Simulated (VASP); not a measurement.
Wanted: the native input for a VASP 6.6.1 run.

| Property | Result |
| --- | --- |
| Task | single point |
| Functional | PBE |
| Potentials or basis | VASP PAW PBE potentials, release 64 (Co, Pt, O) |
| Cutoff | 520 eV |
| k mesh | 12 × 12 × 12 |
| Occupations | fermi-dirac, width 0.05 eV |
| Spin | collinear spin, ferromagnetic start |
| Starting moments | [2.0, 0.6, 0.0, 0.0] μB |
| Hubbard terms | Co d U = 6.0 eV |
| Dipole correction | no |
| k mesh for the DOS | 18 × 18 × 18 |
| Occupations for the DOS | tetrahedron |
| Further INCAR settings | ALGO = Normal; EDIFF = 1e-07; NBANDS = 28 |

CoPtO2:

```
Co Pt O
1.0
     1.41227    0.81537    5.93939
    -1.41227    0.81537    5.93939
     0.00000   -1.63075    5.93939
Co Pt O
1 1 2
Direct
  0.50000 0.50000 0.50000
  0.00000 0.00000 0.00000
  0.88776 0.88776 0.88776
  0.11224 0.11224 0.11224
```

One way to write it, as run:

POSCAR

```
CoPtO2
1.0
    1.4122699173      0.8153744169      5.9393891094
   -1.4122699173      0.8153744169      5.9393891094
    0.0000000000     -1.6307488338      5.9393891094
Co Pt O
1 1 2
Direct
    0.5000000000      0.5000000000      0.5000000000
    0.0000000000      0.0000000000      0.0000000000
    0.8877559700      0.8877559700      0.8877559700
    0.1122440300      0.1122440300      0.1122440300
```

INCAR.step1

```
SYSTEM = CoPtO2
ALGO     = Normal         ! electronic algorithm
EDIFF    = 1E-7           ! SCF threshold, eV
ENCUT    = 520            ! plane-wave cutoff, eV
GGA      = PE             ! functional
ISIF     = 2              ! what is computed and relaxed
ISMEAR   = -1             ! smearing method
ISPIN    = 2              ! spin polarisation
LASPH    = .True.         ! aspherical terms in the spheres
LCHARG   = .True.         ! write CHGCAR
LDAU     = .True.         ! DFT+U
LDAUJ    = 0 0 0        
LDAUL    = 2 -1 -1        ! shell
LDAUPRINT= 1            
LDAUTYPE = 2            
LDAUU    = 6 0 0          ! U, eV
LMAXMIX  = 4              ! l up to which the mixer works
LREAL    = .False.        ! projectors in reciprocal space
LWAVE    = .False.        ! write WAVECAR
MAGMOM   = 2 0.6 0 0      ! initial moments
NBANDS   = 28             ! bands
NELM     = 150            ! most SCF steps
PREC     = Accurate       ! precision mode
SIGMA    = 0.05           ! smearing width, eV
```

KPOINTS.step1

```
k-points
0
Gamma
  12 12 12
  0 0 0
```

INCAR.step2

```
SYSTEM = CoPtO2
ALGO     = Normal         ! electronic algorithm
EDIFF    = 1E-7           ! SCF threshold, eV
ENCUT    = 520            ! plane-wave cutoff, eV
GGA      = PE             ! functional
ICHARG   = 11             ! starting density
ISIF     = 2              ! what is computed and relaxed
ISMEAR   = -5             ! smearing method
ISPIN    = 2              ! spin polarisation
LASPH    = .True.         ! aspherical terms in the spheres
LCHARG   = .False.        ! write CHGCAR
LDAU     = .True.         ! DFT+U
LDAUJ    = 0 0 0        
LDAUL    = 2 -1 -1        ! shell
LDAUPRINT= 1            
LDAUTYPE = 2            
LDAUU    = 6 0 0          ! U, eV
LMAXMIX  = 4              ! l up to which the mixer works
LORBIT   = 10             ! projections on sites
LREAL    = .False.        ! projectors in reciprocal space
LWAVE    = .False.        ! write WAVECAR
MAGMOM   = 2 0.6 0 0      ! initial moments
NBANDS   = 28             ! bands
NEDOS    = 2001           ! points of the DOS
NELM     = 150            ! most SCF steps
PREC     = Accurate       ! precision mode
SIGMA    = 0.05           ! smearing width, eV
```

KPOINTS.step2

```
k-points
0
Gamma
  18 18 18
  0 0 0
```

Potentials or basis: VASP PAW PBE potentials, release 64 (Co, Pt, O).

Run with:

```sh
$ cat potpaw_PBE.64/Co/POTCAR potpaw_PBE.64/Pt/POTCAR potpaw_PBE.64/O/POTCAR > POTCAR
$ cp INCAR.step1 INCAR
$ cp KPOINTS.step1 KPOINTS
$ mpirun -np 1 vasp_std > vasp.out
$ cp INCAR.step2 INCAR
$ cp KPOINTS.step2 KPOINTS
$ mpirun -np 1 vasp_std > vasp.out
```

It gave:

```json
{"Net moment": "2.11 μB per cell", "Site moments": "Co +2.39; Pt -0.11; O -0.11 μB", "Valence electrons inside the program's atomic spheres": "Co 8.44; Pt 9.26; O 5.04"}
```

Caveat: a cell with one magnetic atom can't hold antiferromagnetic order, which such compounds often take.

Run time: 51 min on 1 thread of Intel(R) Xeon(R) 6975P-C (Granite Rapids), with other jobs on the host, peak memory 1.2 GiB.
